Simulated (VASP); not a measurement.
Input of a VASP 6.6.1 run:

File INCAR:

```
SYSTEM = TaN
PREC = Accurate
ENCUT = 520
EDIFF = 1E-6
ISMEAR = 0
SIGMA = 0.15
LREAL = .False.
LASPH = .True.
NELM = 80
ALGO = Normal
ISIF = 2
LWAVE = .False.
LCHARG = .True.
GGA = PE
LELF = .True.
LVHAR = .True.
NBANDS = 15
```

The input KPOINTS:

```
Automatic mesh
0
Gamma
  18 18 18
  0 0 0
```

POSCAR

```
TaN
1.0
    0.0000000000      2.2338367647      2.1566632413
    2.2338367647      0.0000000000      2.1566632413
    2.2338367647      2.2338367647      0.0000000000
Ta N
1 1
Direct
    0.4952498232      0.5047501768      0.5047501768
    0.0613646338     -0.0613646338     -0.0613646338
```

Potentials or basis: VASP PAW PBE potentials, release 64 (Ta_pv, N).

The run is started by

```console
$ cat potpaw_PBE.64/Ta_pv/POTCAR potpaw_PBE.64/N/POTCAR > POTCAR
$ mpirun -np 1 vasp_std > vasp.out
```

Q: Predict the pressure.

A: 15.5 GPa.

Q: Estimate the largest force.

A: 2.986 eV/Å.

Q: Predict the band gap on the k mesh.

A: Zero (bands 8 and 9 overlap by 2.83 eV).

Forces on the atoms (eV/Å):
```
Ta  -2.986  0.000  0.000
N    2.986  0.000  0.000
```

Caveat: the cell differs from its parent crystal (atoms displaced along a vibrational mode, the cell strained); the stress differs along the axes, from -4 to 35 GPa; spin-orbit coupling is left out, which moves the levels of the heavy elements; forces of over 1 eV/Å act on the atoms, so gaps and moduli don't describe the material at rest.
